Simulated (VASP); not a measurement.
# CdS (F-43m) in VASP: settings compared

The runs below take CdS through elastic constants, vibrations by perturbation theory, with PBE, r2SCAN+D3(BJ), PBEsol.

Everything below comes from runs of VASP 6.6.1. Logs are shortened: lines on timing, memory, paths and dates and some standing lists are left out, and cuts for length are marked.

**1. The cell of the first run**

Symmetry: F-43m, No. 216, cubic system. The conventional cell has a = 5.833 Å, b = 5.833 Å, c = 5.833 Å, α = 90.00°, β = 90.00°, γ = 90.00°. Within 3.3 Å of Cd (site symmetry -43m) lie 4 S at 2.53 Å. S (site symmetry -43m) has 4 Cd at 2.53 Å within 3.3 Å.

**2. Elastic constants, PBE**

File INCAR:

```
ALGO = Normal
EDIFF = 1E-8
ENCUT = 600
GGA = PE
IBRION = 6
ISIF = 3
ISMEAR = -1
LASPH = True
LCHARG = True
LREAL = False
LWAVE = False
NELM = 100
NFREE = 2
NSW = 1
POTIM = 0.015
PREC = Accurate
SIGMA = 0.05
```

File KPOINTS:

```
k-points
0
Gamma
  6 6 6
```

File POSCAR:

```
CdS
1.0
    0.0000000000      2.9165000000      2.9165000000
    2.9165000000      0.0000000000      2.9165000000
    2.9165000000      2.9165000000      0.0000000000
Cd S
1 1
Direct
    0.0000000000      0.0000000000      0.0000000000
    0.7500000000      0.7500000000      0.7500000000
```

Potentials or basis: VASP PAW PBE potentials, release 64 (Cd, S).

Launch:

```bash
> cat potpaw_PBE.64/Cd/POTCAR potpaw_PBE.64/S/POTCAR > POTCAR
> mpirun -np 1 vasp_std > vasp.out
```

OUTCAR:

```text
EDIFF = 1E-8
   ENCUT = 600
   GGA = PE
   IBRION = 6
   ISIF = 3
   ISMEAR = -1
   LASPH = True
   LREAL = False
   NELM = 100
   NFREE = 2
   NSW = 1
   POTIM = 0.015
   PREC = Accurate

 ion  position               nearest neighbor table
   1  0.000  0.000  0.000-   2 2.53   2 2.53   2 2.53   2 2.53
   2  0.750  0.750  0.750-   1 2.53   1 2.53   1 2.53   1 2.53

  LATTYP: Found a face centered cubic cell.
 ALAT       =     5.8330000000

  Lattice vectors:

 A1 = (   0.0000000000,   2.9165000000,   2.9165000000)
 A2 = (   2.9165000000,   0.0000000000,   2.9165000000)
 A3 = (   2.9165000000,   2.9165000000,   0.0000000000)

Analysis of symmetry for initial positions (statically):
=====================================================================
 Subroutine PRICEL returns:
 Original cell was already a primitive cell.

 Routine SETGRP: Setting up the symmetry group for a
 face centered cubic supercell.

 Subroutine GETGRP returns: Found 24 space group operations
 (whereof 24 operations were pure point group operations)
 out of a pool of 48 trial point group operations.

The static configuration has the point symmetry T_d .

Analysis of symmetry for dynamics (positions and initial velocities):
=====================================================================
 Subroutine PRICEL returns:
 Original cell was already a primitive cell.

 Routine SETGRP: Setting up the symmetry group for a
 face centered cubic supercell.

 Subroutine GETGRP returns: Found 24 space group operations
 (whereof 24 operations were pure point group operations)
 out of a pool of 48 trial point group operations.

The dynamic configuration has the point symmetry T_d .

 Subroutine INISYM returns: Found 24 space group operations
 (whereof 24 operations are pure point group operations),
 and found     1 'primitive' translations

----------------------------------------------------------------------------------------

                                     Primitive cell

  volume of cell :      49.6153

  direct lattice vectors                    reciprocal lattice vectors
     0.000000000  2.916500000  2.916500000    -0.171438368  0.171438368  0.171438368
     2.916500000  0.000000000  2.916500000     0.171438368 -0.171438368  0.171438368
     2.916500000  2.916500000  0.000000000     0.171438368  0.171438368 -0.171438368

  length of vectors
     4.124553855  4.124553855  4.124553855     0.296939964  0.296939964  0.296939964

  position of ions in fractional coordinates (direct lattice)
     0.000000000  0.000000000  0.000000000
     0.750000000  0.750000000  0.750000000

  ion indices of the primitive-cell ions
   primitive index   ion index
                 1           1
                 2           2

----------------------------------------------------------------------------------------

 KPOINTS: k-points

Automatic generation of k-mesh.
 Grid dimensions read from file:
 generate k-points for:    6    6    6

 Generating k-lattice:

  Cartesian coordinates                     Fractional coordinates (reciprocal lattice)
    -0.028573061  0.028573061  0.028573061     0.166666667  0.000000000  0.000000000
     0.028573061 -0.028573061  0.028573061     0.000000000  0.166666667  0.000000000
     0.028573061  0.028573061 -0.028573061     0.000000000  0.000000000  0.166666667

  Length of vectors
     0.049489994  0.049489994  0.049489994

  Shift w.r.t. Gamma in fractional coordinates (k-lattice)
     0.000000000  0.000000000  0.000000000

 Subroutine IBZKPT returns following result:
 ===========================================

 Found     16 irreducible k-points:

 Following reciprocal coordinates:
            Coordinates               Weight
  0.000000  0.000000  0.000000      1.000000
  0.166667  0.000000  0.000000      8.000000
  0.333333  0.000000  0.000000      8.000000
  0.500000  0.000000  0.000000      4.000000
  0.166667  0.166667  0.000000      6.000000
  0.333333  0.166667  0.000000     24.000000
[... 47 lines left out ...]
     AMIX     =   0.40;   BMIX     =  1.00
     AMIX_MAG =   1.60;   BMIX_MAG =  1.00
  volume/ion in A,a.u.               =      24.81       167.41
  Fermi-wavevector in a.u.,A,eV,Ry     =   1.167599  2.206442 18.548649  1.363287
  Thomas-Fermi vector in A             =   2.304097
   LORBIT       =      0    0 simple, 1 ext, 2 COOP (PROOUT), +10 PAW based schemes
   GGA     = PE    functional components
   LHFCALC =     F    Hartree Fock is set to
   AEXX    =    0.0000 exact exchange contribution
   IVDW    =     0    specifies the selected vdW correction
   LEPSILON=     F    determine dielectric tensor
   LRPA    =     F    only Hartree local field effects (RPA)
 finite differences with symmetry
 non-spin polarized calculation
  energy-cutoff  :      600.00
  volume of cell :       49.62
 maximum number of plane-waves:      1676
 NGX is ok and might be reduce to    36
   NGX = 17   NGY = 17   NGZ = 17

--------------------------------------- Ionic step        1  -------------------------------------------

 number of electron      17.9999999 magnetization

 Free energy of the ion-electron system (eV)
  ---------------------------------------------------
  ext. energy  EPLUGINS =         0.00000000
  ---------------------------------------------------
  free energy    TOTEN  =        -6.11897150 eV

  energy without entropy =       -6.11897128  energy(sigma->0) =       -6.11897139

------------------------ aborting loop because EDIFF is reached ----------------------------------------

  FORCE on cell =-STRESS in cart. coord.  units (eV):
  Direction    XX          YY          ZZ          XY          YZ          ZX
  --------------------------------------------------------------------------------------
  -------------------------------------------------------------------------------------
  Total        0.9857972      0.9857972      0.9857972      0.0000000      0.0000000      0.0000000
  in kB       31.8333423     31.8333423     31.8333423      0.0000000      0.0000000      0.0000000
  external PRESSURE =      31.8333423 kB  Pullay stress =       0.0000000 kB
[... 89 lines left out ...]
  FREE ENERGIE OF THE ION-ELECTRON SYSTEM (eV)
  ---------------------------------------------------
  free  energy   TOTEN  =        -6.1014314141 eV

  energy  without entropy=       -6.1014312479  energy(sigma->0) =       -6.10143133

[... ionic steps 4 to 14 ...]

--------------------------------------- Ionic step       15  -------------------------------------------

 number of electron      18.0000001 magnetization

------------------------ aborting loop because EDIFF is reached ----------------------------------------
[... 67 lines left out ...]
--------------------------------------- Ionic step       17  -------------------------------------------

 number of electron      17.9999999 magnetization

 Free energy of the ion-electron system (eV)
  ---------------------------------------------------
  ext. energy  EPLUGINS =         0.00000000
  ---------------------------------------------------
  free energy    TOTEN  =        -6.11838128 eV

  energy without entropy =       -6.11838106  energy(sigma->0) =       -6.11838117

 E-fermi :   1.9206     XC(G=0):  -9.1487

 val. band max:        1.3203729417   @ k =   0.0000   0.0000   0.0000
 cond. band min:       2.4654253005   @ k =   0.0000   0.0000   0.0000
 fundamental gap:      1.1450523589
 Fermi energy:         1.9205589264

 k-point     1 :       0.0000    0.0000    0.0000
  band No.  band energies     occupation
      1     -11.0533      2.00000
      2      -6.4252      2.00000
      3      -6.4145      2.00000
      4      -6.4040      2.00000
      5      -5.9350      2.00000
      6      -5.9349      2.00000
      7       1.3116      1.99999
      8       1.3165      1.99999
      9       1.3204      1.99999
     10       2.4654      0.00004
     11       7.8572      0.00000
     12       7.8616      0.00000
     13       7.8670      0.00000
[... 354 lines left out ...]
  band No.  band energies     occupation
      1     -10.5947      2.00000
      2      -6.2702      2.00000
      3      -6.2267      2.00000
      4      -5.9693      2.00000
      5      -5.8903      2.00000
      6      -5.5390      2.00000
      7      -2.8048      2.00000
      8      -0.2069      2.00000
      9       0.2635      2.00000
     10       5.2254      0.00000
     11       7.3417      0.00000
     12       8.8876      0.00000
     13       8.9789      0.00000

 [... further k-points ...]

------------------------ aborting loop because EDIFF is reached ----------------------------------------

  FORCE on cell =-STRESS in cart. coord.  units (eV):
  Direction    XX          YY          ZZ          XY          YZ          ZX
  --------------------------------------------------------------------------------------
  -------------------------------------------------------------------------------------
  Total        0.9861565      0.9884998      0.9884998      0.0000000     -0.1084853      0.0000000
  in kB       31.8449426     31.9206128     31.9206128      0.0000000     -3.5032064      0.0000000
  external PRESSURE =      31.8953894 kB  Pullay stress =       0.0000000 kB
[... 17 lines left out ...]
  FREE ENERGIE OF THE ION-ELECTRON SYSTEM (eV)
  ---------------------------------------------------
  free  energy   TOTEN  =        -6.1183812779 eV

  energy  without entropy=       -6.1183810607  energy(sigma->0) =       -6.11838117

 INTERNAL STRAIN TENSORS FROM STRAINED CELLS
 ============================================

 INTERNAL STRAIN TENSOR FOR ION    1 for displacements in x,y,z  (eV/Angst):
          X           Y           Z          XY          YZ          ZX
  --------------------------------------------------------------------------------
  x    -0.00000    -0.00000     0.00000     0.00000    -7.21698    -0.00000
  y     0.00000    -0.00000     0.00000     0.00000    -0.00000    -7.21704
  z     0.00000    -0.00000    -0.00000    -7.21783     0.00000    -0.00000

 INTERNAL STRAIN TENSORS FROM DISPLACED ATOMS
 ============================================

 INTERNAL STRAIN TENSOR FOR ION    1 for displacements in x,y,z  (eV/Angst):
          X           Y           Z          XY          YZ          ZX
  --------------------------------------------------------------------------------
  x    -0.00000     0.00000     0.00000     0.00000    -7.22541     0.00000
  y     0.00000    -0.00000     0.00000     0.00000     0.00000    -7.22541
  z     0.00000     0.00000    -0.00000    -7.22541     0.00000     0.00000

 INTERNAL STRAIN TENSOR FOR ION    2 for displacements in x,y,z  (eV/Angst):
          X           Y           Z          XY          YZ          ZX
  --------------------------------------------------------------------------------
  x     0.00000     0.00000     0.00000     0.00000     7.22524     0.00000
  y     0.00000     0.00000     0.00000     0.00000     0.00000     7.22524
  z     0.00000     0.00000     0.00000     7.22524     0.00000     0.00000

 Eigenvectors and eigenvalues of the dynamical matrix
 ----------------------------------------------------

   1 f  =    7.163953 THz    45.012445 2PiTHz  238.963752 cm-1    29.627716 meV
             X         Y         Z           dx          dy          dz
      0.000000  0.000000  0.000000     0.470771    0.000000    0.000000
      4.374750  4.374750  4.374750    -0.882256    0.000000    0.000000
[... 21 lines left out ...]
   6 f/i=    0.002761 THz     0.017349 2PiTHz    0.092103 cm-1     0.011419 meV
             X         Y         Z           dx          dy          dz
      0.000000  0.000000  0.000000     0.200499    0.838138   -0.188942
      4.374750  4.374750  4.374750     0.106986    0.447230   -0.100820

--------------------------------------------------------------------------------------------------------

 ELASTIC MODULI CONTR FROM IONIC RELAXATION (kBar)
 Direction    XX          YY          ZZ          XY          YZ          ZX
 --------------------------------------------------------------------------------
 XX          -0.0000      0.0000      0.0000      0.0000     -0.0000      0.0000
 YY           0.0000     -0.0000     -0.0000      0.0000      0.0000     -0.0000
 ZZ           0.0000     -0.0000     -0.0000     -0.0000      0.0000      0.0000
 XY           0.0000      0.0000     -0.0000   -321.9397     -0.0000      0.0000
 YZ          -0.0000      0.0000      0.0000     -0.0000   -321.9397     -0.0000
 ZX           0.0000     -0.0000      0.0000      0.0000     -0.0000   -321.9397
 --------------------------------------------------------------------------------

 TOTAL ELASTIC MODULI (kBar)
 Direction    XX          YY          ZZ          XY          YZ          ZX
 --------------------------------------------------------------------------------
 XX         753.6560    590.9469    590.9469      0.0000     -0.0000     -0.0000
 YY         590.9469    753.6560    590.9469      0.0000      0.0000     -0.0000
 ZZ         590.9469    590.9469    753.6560     -0.0000      0.0000      0.0000
 XY           0.0000      0.0000     -0.0000    237.8203     -0.0000      0.0000
 YZ          -0.0000      0.0000      0.0000     -0.0000    237.8203     -0.0000
 ZX          -0.0000     -0.0000      0.0000      0.0000     -0.0000    237.8203
 --------------------------------------------------------------------------------
```

Run time: 13 min. Hardware: 1 thread of Intel Xeon 8259CL, shared host; peak memory 0.28 GiB.

What came out:

```yaml
Elastic_constants_C11_C12_C44: 75, 59, 24 GPa
Voigt_bulk_modulus: 65 GPa
Highest_phonon_frequency_at_Γ_LO-TO_splitting_left_out: 239 cm⁻¹
```

Phonon frequencies in cm⁻¹ (negative: imaginary):
| q point | frequencies |
| --- | --- |
| (0.000, 0.000, 0.000) | 0 0 0 239 239 239 |

Elastic tensor in Voigt notation (GPa, in the Cartesian axes of the cell as first typed):
```
75 59 59  0  0  0
59 75 59  0  0  0
59 59 75  0  0  0
 0  0  0 24  0  0
 0  0  0  0 24  0
 0  0  0  0  0 24
```

Clamped-ion elastic tensor (GPa):
```
75 59 59  0  0  0
59 75 59  0  0  0
59 59 75  0  0  0
 0  0  0 56  0  0
 0  0  0  0 56  0
 0  0  0  0  0 56
```

Caveat: the cell is under stress, which shifts elastic constants.

**3. Elastic constants, r2SCAN+D3(BJ)**

File INCAR:

```
ALGO     = Normal         # electronic algorithm
EDIFF    = 1E-8           # SCF threshold, eV
ENCUT    = 550            # plane-wave cutoff, eV
GGA_COMPAT= False        
IBRION   = 6              # ionic algorithm
ISIF     = 3              # what is computed and relaxed
ISMEAR   = 0              # smearing method
IVDW     = 12             # dispersion correction
LASPH    = True           # aspherical terms in the spheres
LCHARG   = False          # write CHGCAR
LMIXTAU  = True         
LREAL    = False          # projectors in reciprocal space
LWAVE    = False          # write WAVECAR
METAGGA  = R2SCAN         # meta-GGA
NBANDS   = 16             # bands
NELM     = 120            # most SCF steps
NFREE    = 2            
NSW      = 1              # ionic steps
POTIM    = 0.015          # step
PREC     = Accurate       # precision mode
SIGMA    = 0.01           # smearing width, eV
VDW_A1   = 0.49484001   
VDW_A2   = 5.73083694   
VDW_S6   = 1.0          
VDW_S8   = 0.78981345
```

File KPOINTS:

```
k-points
0
Gamma
  5 5 5
```

Edit POSCAR of step 2 so:

```diff
@@ -9,2 +9,2 @@
     0.0000000000      0.0000000000      0.0000000000
-    0.7500000000      0.7500000000      0.7500000000
+    0.2500000000      0.2500000000      0.2500000000
```

Potentials or basis: VASP PAW PBE potentials, release 64 (Cd, S).

Launch:

```bash
> cat potpaw_PBE.64/Cd/POTCAR potpaw_PBE.64/S/POTCAR > POTCAR
> mpirun -np 1 vasp_std > vasp.out
```

Wall time 16 min (1 thread of Intel Xeon Platinum 8375C at 2.90GHz (Ice Lake), shared host); peak memory 0.24 GiB.

The run converged. Its results:

| Property | Result |
| --- | --- |
| Elastic constants C11, C12, C44 | 77, 60, 25 GPa |
| Voigt bulk modulus | 66 GPa |
| Highest phonon frequency at Γ, LO-TO splitting left out | 240 cm⁻¹ |
| Dispersion energy per atom | -0.148 eV |

Phonon frequencies in cm⁻¹ (negative: imaginary):
| q point | frequencies |
| --- | --- |
| (0.000, 0.000, 0.000) | 0 0 0 240 240 240 |

Elastic tensor in Voigt notation (GPa, in the Cartesian axes of the cell as first typed):
```
77 60 60  0  0  0
60 77 60  0  0  0
60 60 77  0  0  0
 0  0  0 25  0  0
 0  0  0  0 25  0
 0  0  0  0  0 25
```

Clamped-ion elastic tensor (GPa):
```
77 60 60  0  0  0
60 77 60  0  0  0
60 60 77  0  0  0
 0  0  0 58  0  0
 0  0  0  0 58  0
 0  0  0  0  0 58
```

Caveat: the k points lie up to 0.37 Å⁻¹ apart; the PAW data sets were made with another functional, which shifts forces and pressure a little.

(Part 1 of 2 ends here.)
